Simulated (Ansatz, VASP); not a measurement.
Ti: VASP beside Ansatz

Contents of INCAR:

```
PREC = Accurate ; ENCUT = 520
EDIFF = 1E-6 ; ISMEAR = -1
SIGMA = 0.15 ; LREAL = F
LASPH = T ; NELM = 80
ALGO = Normal ; ISIF = 2
LWAVE = F ; LCHARG = F
GGA = PS ; NBANDS = 12
```

File KPOINTS:

```
Automatic mesh
0
Gamma
  15 15 15
```

File POSCAR:

```
Ti
1.0
   -1.6902300000      1.6410000000      1.6410000000
    1.6410000000     -1.6902300000      1.6410000000
    1.6410000000      1.6410000000     -1.6902300000
Ti
1
Direct
    0.0000000000      0.0000000000      0.0000000000
```

Input for Ansatz:

```yaml
crystal:
  lattice:
    - [-1.6902300000000001, 1.641, 1.641]
    - [1.641, -1.6902300000000001, 1.641]
    - [1.641, 1.641, -1.6902300000000001]
  atoms:
    - { symbol: Ti, position: [0.0, 0.0, 0.0] }
basis:
  ecutwfc: 520.0
kpoints:
  mp_grid:
    grid: [15, 15, 15]
hamiltonian:
  xc: pbesol
scf:
  occupations:
    method: fermi_dirac
    width: 0.15
output:
  stress: true
```

Alike in both runs: task single point; functional PBEsol; k mesh 15 × 15 × 15; occupations fermi-dirac, width 0.15 eV; no spin polarisation.

|  | VASP | Ansatz |
| --- | --- | --- |
| version | VASP 6.6.1 | Ansatz 0.2.0 |
| potentials or method | VASP PAW PBE potentials, release 64 (Ti_sv), cutoff 520 eV | plane waves, PAW |
| valence electrons in the cell | 12 | 12 |

Ansatz gave:

```
pressure (GPa)                                                : -5.8
traceless stress, the component that is largest in VASP (GPa) : 0.86
```

Q: What did VASP give for the same quantities?

A: Pressure (GPa): -5.9; traceless stress, the component that is largest in VASP (GPa): 0.86.

VASP's potentials were made for PBE, not for PBEsol.
